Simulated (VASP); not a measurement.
# Ni (Fm-3m) in VASP: single point with LDA

Aim: the single point of Ni with LDA.

All numbers are computed with VASP 6.6.1; they aren't measurements. Logs are shortened: lines on timing, memory, paths and dates and some standing lists are left out, and cuts for length are marked.

**1. The cell of the first run**

The structure is cubic, space group Fm-3m (No. 225). The conventional cell has a = 3.524 Å, b = 3.524 Å, c = 3.524 Å, α = 90.00°, β = 90.00°, γ = 90.00°. Ni (site symmetry m-3m) has 12 Ni at 2.49 Å within 3.3 Å.

**2. Single point, LDA, collinear spin, ferromagnetic start**

The input, INCAR:

```
PREC = Accurate ; ENCUT = 600
EDIFF = 1E-6 ; ISMEAR = -1
SIGMA = 0.1 ; LREAL = F
LASPH = T ; NELM = 200
ALGO = Normal ; ISIF = 2
LWAVE = F ; LCHARG = F
ISPIN = 2 ; MAGMOM = 1.5
LORBIT = 11 ; LMAXMIX = 4
NBANDS = 15 ; GGA_COMPAT = F
```

The input, KPOINTS:

```
regular mesh
0
Gamma
  14 14 14
```

The input, POSCAR:

```
Ni
1.0
    0.0000000000      1.7619350000      1.7619350000
    1.7619350000      0.0000000000      1.7619350000
    1.7619350000      1.7619350000      0.0000000000
Ni
1
Direct
    0.0000000000      0.0000000000      0.0000000000
```

Potentials or basis: VASP PAW LDA potentials, release 64 (Ni).

The run is started by

```bash
$ cat potpaw_LDA.64/Ni/POTCAR > POTCAR
$ mpirun -np 1 vasp_std > vasp.out
```

OUTCAR:

```text
PREC = Accurate
   ENCUT = 600
   EDIFF = 1E-6
   ISMEAR = -1
   LREAL = F
   LASPH = T
   NELM = 200
   ISIF = 2
   ISPIN = 2
   LORBIT = 11

 ion  position               nearest neighbor table
   1  0.000  0.000  0.000-

  LATTYP: Found a face centered cubic cell.
 ALAT       =     3.5238700000

  Lattice vectors:

 A1 = (   0.0000000000,   1.7619350000,   1.7619350000)
 A2 = (   1.7619350000,   0.0000000000,   1.7619350000)
 A3 = (   1.7619350000,   1.7619350000,   0.0000000000)

Analysis of symmetry for initial positions (statically):
=====================================================================
 Subroutine PRICEL returns:
 Original cell was already a primitive cell.

 Routine SETGRP: Setting up the symmetry group for a
 face centered cubic supercell.

 Subroutine GETGRP returns: Found 48 space group operations
 (whereof 48 operations were pure point group operations)
 out of a pool of 48 trial point group operations.

The static configuration has the point symmetry O_h .

Analysis of symmetry for dynamics (positions and initial velocities):
=====================================================================
 Subroutine PRICEL returns:
 Original cell was already a primitive cell.

 Routine SETGRP: Setting up the symmetry group for a
 face centered cubic supercell.

 Subroutine GETGRP returns: Found 48 space group operations
 (whereof 48 operations were pure point group operations)
 out of a pool of 48 trial point group operations.

The dynamic configuration has the point symmetry O_h .

Analysis of structural, dynamic, and magnetic symmetry:
=====================================================================
 Subroutine PRICEL returns:
 Original cell was already a primitive cell.

 Routine SETGRP: Setting up the symmetry group for a
 face centered cubic supercell.

 Subroutine GETGRP returns: Found 48 space group operations
 (whereof 48 operations were pure point group operations)
 out of a pool of 48 trial point group operations.

The overall configuration has the point symmetry O_h .

 Subroutine INISYM returns: Found 48 space group operations
 (whereof 48 operations are pure point group operations),
 and found     1 'primitive' translations

----------------------------------------------------------------------------------------

                                     Primitive cell

  volume of cell :      10.9396

  direct lattice vectors                    reciprocal lattice vectors
     0.000000000  1.761935000  1.761935000    -0.283778914  0.283778914  0.283778914
     1.761935000  0.000000000  1.761935000     0.283778914 -0.283778914  0.283778914
     1.761935000  1.761935000  0.000000000     0.283778914  0.283778914 -0.283778914

  length of vectors
     2.491752373  2.491752373  2.491752373     0.491519496  0.491519496  0.491519496

  position of ions in fractional coordinates (direct lattice)
     0.000000000  0.000000000  0.000000000

  ion indices of the primitive-cell ions
   primitive index   ion index
                 1           1

----------------------------------------------------------------------------------------

 KPOINTS: regular mesh

Automatic generation of k-mesh.
 Grid dimensions read from file:
 generate k-points for:   14   14   14

 Generating k-lattice:

  Cartesian coordinates                     Fractional coordinates (reciprocal lattice)
    -0.020269922  0.020269922  0.020269922     0.071428571  0.000000000  0.000000000
     0.020269922 -0.020269922  0.020269922     0.000000000  0.071428571  0.000000000
     0.020269922  0.020269922 -0.020269922     0.000000000  0.000000000  0.071428571

  Length of vectors
     0.035108535  0.035108535  0.035108535

  Shift w.r.t. Gamma in fractional coordinates (k-lattice)
     0.000000000  0.000000000  0.000000000

 Subroutine IBZKPT returns following result:
 ===========================================

 Found    104 irreducible k-points:

 Following reciprocal coordinates:
            Coordinates               Weight
  0.000000  0.000000  0.000000      1.000000
  0.071429  0.000000  0.000000      8.000000
  0.142857  0.000000  0.000000      8.000000
  0.214286  0.000000  0.000000      8.000000
  0.285714  0.000000  0.000000      8.000000
  0.357143  0.000000  0.000000      8.000000
[... 16 lines left out ...]
  0.214286  0.142857  0.000000     24.000000
  0.285714  0.142857  0.000000     24.000000
 [... further k-points ...]
   k-points           NKPTS =    104   k-points in BZ     NKDIM =    104   number of bands    NBANDS=     15
   number of dos      NEDOS =    301   number of ions     NIONS =      1
   total plane-waves  NPLWV =   8000
   dimension x,y,z NGX =    20 NGY =   20 NGZ =   20
   dimension x,y,z NGXF=    40 NGYF=   40 NGZF=   40
   ions per type =               1
   NGX,Y,Z   is equivalent  to a cutoff of  13.34, 13.34, 13.34 a.u.
   NGXF,Y,Z  is equivalent  to a cutoff of  26.69, 26.69, 26.69 a.u.
 SYSTEM =  unknown system
   PREC   = accura    normal or accurate (medium, high low for compatibility)
   ISTART =      0    job   : 0-new  1-cont  2-samecut
   ICHARG =      2    charge: 1-file 2-atom 10-const
   ISPIN  =      2    spin polarized calculation?
   LNONCOLLINEAR =      F non collinear calculations
   LSORBIT =      F    spin-orbit coupling
   LASPH  =      T    aspherical Exc in radial PAW
   ENCUT  =  600.0 eV  44.10 Ry    6.64 a.u.   4.98  4.98  4.98*2*pi/ulx,y,z
   NELM   =    200;   NELMIN=  2; NELMDL= -5     # of ELM steps
   EDIFF  = 0.1E-05   stopping-criterion for ELM
   LREAL  =      F    real-space projection
   EDIFFG = 0.1E-04   stopping-criterion for IOM
   NSW    =      0    number of steps for IOM
   IBRION =     -1    ionic relax: 0-MD 1-quasi-New 2-CG
   NFREE  =      0    steps in history (QN), initial steepest desc. (CG)
   ISIF   =      2    stress and relaxation
   ISYM   =      2    0-nonsym 1-usesym 2-fastsym
   POTIM  = 0.5000    time-step for ionic-motion
   TEBEG  =    0.0;   TEEND  =   0.0 temperature during run
   PSTRESS=    0.0 pullay stress
   NELECT =      10.0000    total number of electrons
   NUPDOWN=      -1.0000    fix difference up-down
   EMIN   =  10.00;   EMAX   =-10.00  energy-range for DOS
   EFERMI =   0.00;   METHOD = LEGACY
   ISMEAR =    -1;   SIGMA  =   0.10  broadening in eV -4-tet -1-fermi 0-gaus
   EFERMI_NEDOS =   21; number of points for ismear=-14 and -15
   IALGO  =     38    algorithm
   IMIX   =      4    mixing-type and parameters
     AMIX     =   0.40;   BMIX     =  1.00
     AMIX_MAG =   1.60;   BMIX_MAG =  1.00
  volume/ion in A,a.u.               =      10.94        73.82
  Fermi-wavevector in a.u.,A,eV,Ry     =   1.588821  3.002436 34.345893  2.524352
  Thomas-Fermi vector in A             =   2.687765
   LORBIT       =     11    0 simple, 1 ext, 2 COOP (PROOUT), +10 PAW based schemes
   GGA     = CA    functional components
   LHFCALC =     F    Hartree Fock is set to
   AEXX    =    0.0000 exact exchange contribution
   IVDW    =     0    specifies the selected vdW correction
   LEPSILON=     F    determine dielectric tensor
   LRPA    =     F    only Hartree local field effects (RPA)
 spin polarized calculation
  energy-cutoff  :      600.00
  volume of cell :       10.94
 maximum number of plane-waves:       378
   NGX =  9   NGY =  9   NGZ =  9

 number of electron      10.0000010 magnetization       0.5490301

 Free energy of the ion-electron system (eV)
  ---------------------------------------------------
  ext. energy  EPLUGINS =         0.00000000
  ---------------------------------------------------
  free energy    TOTEN  =        -6.55325138 eV

  energy without entropy =       -6.49337780  energy(sigma->0) =       -6.52331459

 E-fermi :   8.9255     XC(G=0): -13.5795

 val. band max:        8.9205176429   @ k =   0.3571   0.2143   0.0000
 cond. band min:       8.9528342576   @ k =   0.4286   0.1429   0.0714
 fundamental gap:      0.0323166148
 Fermi energy:         8.9254869608

 spin component 1

 k-point     1 :       0.0000    0.0000    0.0000
  band No.  band energies     occupation
      1       0.0053      1.00000
      2       6.6494      1.00000
      3       6.6494      1.00000
      4       6.6494      1.00000
      5       7.7818      0.99999
      6       7.7818      0.99999
      7      32.6889      0.00000
      8      36.3946      0.00000
      9      36.3946      0.00000
     10      36.3946      0.00000
     11      39.3487      0.00000
     12      39.3487      0.00000
     13      39.3487      0.00000
     14      42.5413      0.00000
     15      48.4628      0.00000

 k-point     2 :       0.0714    0.0000    0.0000
  band No.  band energies     occupation
      1       0.2039      1.00000
      2       6.5982      1.00000
      3       6.6935      1.00000
      4       6.6935      1.00000
      5       7.7635      0.99999
      6       7.7635      0.99999
      7      31.9329      0.00000
      8      34.4083      0.00000
      9      35.9451      0.00000
     10      35.9451      0.00000
     11      40.0245      0.00000
     12      40.0245      0.00000
     13      40.5528      0.00000
     14      44.1123      0.00000
     15      46.7354      0.00000
[... 365 lines left out ...]
      3       7.0224      1.00000
      4       7.0792      1.00000
      5       7.4352      1.00000
      6       7.9857      0.99992
      7      28.0804      0.00000
      8      30.6773      0.00000
      9      31.4317      0.00000
     10      33.5764      0.00000
     11      37.5735      0.00000
     12      43.0910      0.00000
     13      44.7965      0.00000
     14      45.5624      0.00000
     15      49.9509      0.00000

 k-point    24 :       0.2857    0.1429    0.0000
  band No.  band energies     occupation
      1       2.6461      1.00000
      2       5.9872      1.00000
      3       6.8710      1.00000
      4       7.1424      1.00000
      5       7.7600      0.99999
      6       8.1229      0.99967
      7      24.4389      0.00000
      8      29.8668      0.00000
      9      30.7509      0.00000
     10      33.2808      0.00000
     11      38.2288      0.00000
     12      42.3688      0.00000
     13      44.2883      0.00000
     14      46.4275      0.00000
     15      50.7484      0.00000

 [... further k-points ...]

 spin component 2

 k-point     1 :       0.0000    0.0000    0.0000
  band No.  band energies     occupation
      1       0.0391      1.00000
      2       7.2071      1.00000
      3       7.2071      1.00000
      4       7.2071      1.00000
      5       8.3047      0.99799
      6       8.3047      0.99799
      7      32.6656      0.00000
      8      36.4385      0.00000
      9      36.4385      0.00000
     10      36.4385      0.00000
     11      39.4924      0.00000
     12      39.4924      0.00000
     13      39.4924      0.00000
     14      42.5131      0.00000
     15      48.6125      0.00000

 k-point     2 :       0.0714    0.0000    0.0000
  band No.  band energies     occupation
      1       0.2378      1.00000
      2       7.1513      1.00000
      3       7.2526      1.00000
      4       7.2526      1.00000
      5       8.2854      0.99834
      6       8.2854      0.99834
      7      31.9617      0.00000
      8      34.4442      0.00000
      9      36.0142      0.00000
     10      36.0142      0.00000
     11      40.1384      0.00000
     12      40.1384      0.00000
     13      40.6124      0.00000
     14      44.1327      0.00000
     15      46.8815      0.00000
[... 365 lines left out ...]
      3       7.5681      1.00000
      4       7.6451      1.00000
      5       7.9520      0.99994
      6       8.5183      0.98325
      7      28.2007      0.00000
      8      30.7912      0.00000
      9      31.4896      0.00000
     10      33.6343      0.00000
     11      37.7426      0.00000
     12      43.1420      0.00000
     13      44.8190      0.00000
     14      45.5980      0.00000
     15      50.0989      0.00000

 k-point    24 :       0.2857    0.1429    0.0000
  band No.  band energies     occupation
      1       2.7025      1.00000
      2       6.4917      1.00000
      3       7.3828      1.00000
      4       7.6967      1.00000
      5       8.2968      0.99814
      6       8.6734      0.92559
      7      24.5849      0.00000
      8      29.9809      0.00000
      9      30.8057      0.00000
     10      33.3914      0.00000
     11      38.3485      0.00000
     12      42.4137      0.00000
     13      44.3348      0.00000
     14      46.4998      0.00000
     15      50.8688      0.00000

 [... further k-points ...]
[... 5 lines left out ...]
  --------------------------------------------------------------------------------------
  -------------------------------------------------------------------------------------
  Total       -1.1976921     -1.1976921     -1.1976921      0.0000000      0.0000000      0.0000000
  in kB     -175.4107171   -175.4107171   -175.4107171      0.0000000      0.0000000      0.0000000
  external PRESSURE =    -175.4107171 kB  Pullay stress =       0.0000000 kB

 VOLUME and BASIS-vectors are now :
 -----------------------------------------------------------------------------
  energy-cutoff  :      600.00
  volume of cell :       10.94
      direct lattice vectors                 reciprocal lattice vectors
     0.000000000  1.761935000  1.761935000    -0.283778914  0.283778914  0.283778914
     1.761935000  0.000000000  1.761935000     0.283778914 -0.283778914  0.283778914
     1.761935000  1.761935000  0.000000000     0.283778914  0.283778914 -0.283778914

 POSITION                                       TOTAL-FORCE (eV/Angst)
 -----------------------------------------------------------------------------------
      0.00000      0.00000      0.00000         0.000000     -0.000000      0.000000
 -----------------------------------------------------------------------------------
    total drift:                                0.000000      0.000000      0.000000

  FREE ENERGIE OF THE ION-ELECTRON SYSTEM (eV)
  ---------------------------------------------------
  free  energy   TOTEN  =        -6.5532513815 eV

  energy  without entropy=       -6.4933777954  energy(sigma->0) =       -6.52331459

 total charge

# of ion       s       p       d       tot
------------------------------------------
    1        0.496   0.490   8.324   9.311

 magnetization (x)

# of ion       s       p       d       tot
------------------------------------------
    1       -0.006  -0.018   0.577   0.554
```

Run time: 26 s. Hardware: 1 thread of Intel Xeon 6975P-C, shared host; peak memory 0.14 GiB.

What came out:

* Free energy: -6.5533 eV
* Pressure: -17.5 GPa
* Net moment: 0.55 μB per cell
* Site moments: Ni +0.55 μB
* Valence electrons inside the program's atomic spheres: Ni 9.31
